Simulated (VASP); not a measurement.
Input of a VASP 6.6.1 run:

Contents of POSCAR:

```
Re
1.0
    2.7608000000      0.0000000000      0.0000000000
   -1.3804000000      2.3909229348      0.0000000000
    0.0000000000      0.0000000000      4.4582000000
Re
2
Direct
    0.3333333333      0.6666666667      0.2500000000
    0.6666666667      0.3333333333      0.7500000000
```

INCAR.step1

```
SYSTEM = Re
PREC = Accurate
ENCUT = 520
ISMEAR = 0
SIGMA = 0.1
LREAL = .FALSE.
LASPH = .TRUE.
NELM = 80
NBANDS = 14
GGA = PE
ALGO = Normal
EDIFF = 1E-4
LWAVE = .TRUE.
LCHARG = .FALSE.
```

Contents of INCAR.step2:

```
SYSTEM = Re
PREC = Accurate
ENCUT = 520
EDIFF = 1E-7
ISMEAR = 0
SIGMA = 0.1
LREAL = .FALSE.
LASPH = .TRUE.
NELM = 80
ALGO = Normal
ISIF = 2
LWAVE = .FALSE.
LCHARG = .FALSE.
METAGGA = R2SCAN
LMIXTAU = .TRUE.
NBANDS = 14
ISTART = 1
```

KPOINTS

```
Automatic mesh
0
G
  9 9 4
  0 0 0
```

Potentials or basis: VASP PAW PBE potentials, release 64 (Re).

Launch:

```console
$ cat potpaw_PBE.64/Re/POTCAR > POTCAR
$ cp INCAR.step1 INCAR
$ mpirun -np 1 vasp_std > vasp.out
$ cp INCAR.step2 INCAR
$ mpirun -np 1 vasp_std > vasp.out
```

Task: Predict the band gap on the k mesh.

Result: Zero (band 7 reaches 8.83 eV, above the bottom of band 8 at 5.93 eV).

Task: What does it give for the pressure?

Result: -0.5 GPa.

Stress tensor (GPa, compression positive):
```
-0.63  0.00  0.00
 0.00 -0.63  0.00
 0.00  0.00 -0.21
```

Caveat: the PAW data sets were made with another functional, which shifts forces and pressure a little; spin-orbit coupling is left out, which moves the levels of the heavy elements.
